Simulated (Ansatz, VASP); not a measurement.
## B: VASP beside Ansatz

Contents of INCAR:

```
  PREC = Accurate
  ENCUT = 600
  EDIFF = 1E-6
  ISMEAR = 0
  SIGMA = 0.1
  LREAL = F
  LASPH = T
  NELM = 80
  ALGO = Normal
  ISIF = 3
  LWAVE = F
  LCHARG = F
  GGA = PE
  IBRION = 2
  NSW = 90
  EDIFFG = -0.04
```

KPOINTS

```
Automatic mesh
0
Gamma
  6 6 6
```

The input POSCAR:

```
B
1.0
    1.9840634700      1.1454995800      3.2295335300
   -1.9840634700      1.1454995800      3.2295335300
    0.0000000000     -2.2909991600      3.2295335300
B
6
Direct
    0.5000000000      0.5000000000      0.0000000000
    0.0000000000      0.5000000000      0.5000000000
    0.5000000000      0.0000000000      0.5000000000
    0.1711832100      0.1711832100      0.1711832100
    0.8288167900      0.8288167900      0.8288167900
    0.0000000000      0.0000000000      0.0000000000
```

Input for Ansatz:

```yaml
crystal:
  lattice:
    - [1.98406347, 1.14549958, 3.22953353]
    - [-1.98406347, 1.14549958, 3.22953353]
    - [0.0, -2.29099916, 3.22953353]
  atoms:
    - { symbol: B, position: [0.5, 0.5, 0.0] }
    - { symbol: B, position: [0.0, 0.5, 0.5] }
    - { symbol: B, position: [0.5, 0.0, 0.5] }
    - { symbol: B, position: [0.17118321, 0.17118321, 0.17118321] }
    - { symbol: B, position: [0.82881679, 0.82881679, 0.82881679] }
    - { symbol: B, position: [0.0, 0.0, 0.0] }
basis:
  ecutwfc: 420
kpoints:
  mp_grid: { grid: [6, 6, 6] }
hamiltonian:
  xc: pbe
scf:
  occupations: { method: gaussian, width: 0.1 }
  lower_state_search: "off"
output:
  forces: true
  stress: true
  eigenvalues: true
relax:
  adjacent_minimum: "off"
  f_tol: 0.04
  max_steps: 70
  cell: { stress_tol: 0.4 }
```

Alike in both runs: task relaxation of cell and atoms; functional PBE; k mesh 6 × 6 × 6; occupations gaussian, width 0.1 eV; no spin polarisation.

```csv
,VASP,Ansatz
version,VASP 6.6.1,Ansatz 0.2.0
potentials or method,"VASP PAW PBE potentials, release 64 (B), cutoff 600 eV","scalar-relativistic, plane waves, PAW"
valence electrons in the cell,18,18
```

Ansatz gave:

* gap on the k mesh at the Fermi level, each at its own relaxed structure (eV): none
* relaxed volume (Å³/atom): 8.77
* relaxed cell length with the largest relative difference (Å): 3.792

Task: Which values does VASP return?

Result: gap on the k mesh at the Fermi level, each at its own relaxed structure (eV): none; relaxed volume (Å³/atom): 8.79; relaxed cell length with the largest relative difference (Å): 3.792.

A gap of «none» marks a metal or a gap that the smearing closes.

Noted on VASP's run: the volume moved by over 15 % at a fixed basis, so the end points are rough.
